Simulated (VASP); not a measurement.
Input of a VASP 6.6.1 run:

INCAR

```
SYSTEM = WC
PREC = Accurate
ENCUT = 910
EDIFF = 1E-6
ISMEAR = 0
SIGMA = 0.1
LREAL = .False.
LASPH = .True.
NELM = 120
ALGO = Normal
ISIF = 2
LWAVE = .False.
LCHARG = .False.
GGA = PS
NBANDS = 16
GGA_COMPAT = .False.
```

The input KPOINTS:

```
Automatic mesh
0
Gamma
  18 18 14
  0 0 0
```

File POSCAR:

```
WC
1.0
    2.8957562890      0.0000000000      0.0000000000
   -1.4478781445      2.5077985094      0.0000000000
    0.0000000000      0.0000000000      2.8258199505
W C
1 1
Direct
    0.0000000000      0.0000000000      0.0000000000
    0.6666666667      0.3333333333      0.5000000000
```

Potentials or basis: VASP PAW PBE potentials, release 64 (W_sv, C_h).

Launch:

```sh
$ cat potpaw_PBE.64/W_sv/POTCAR potpaw_PBE.64/C_h/POTCAR > POTCAR
$ mpirun -np 1 vasp_std > vasp.out
```

(1) Estimate the band gap on the k mesh.

(2) What does it give for the pressure?

Results:

(1) zero (band 9 reaches 12.06 eV, above the bottom of band 10 at 10.82 eV).

(2) 2.2 GPa.

Caveat: the cutoff is under 1.25 times the usual one of these potentials, so pressure, stress and relaxed cells hold a basis-set (Pulay) error; the PAW data sets were made with another functional, which shifts forces and pressure a little; spin-orbit coupling is left out, which moves the levels of the heavy elements.
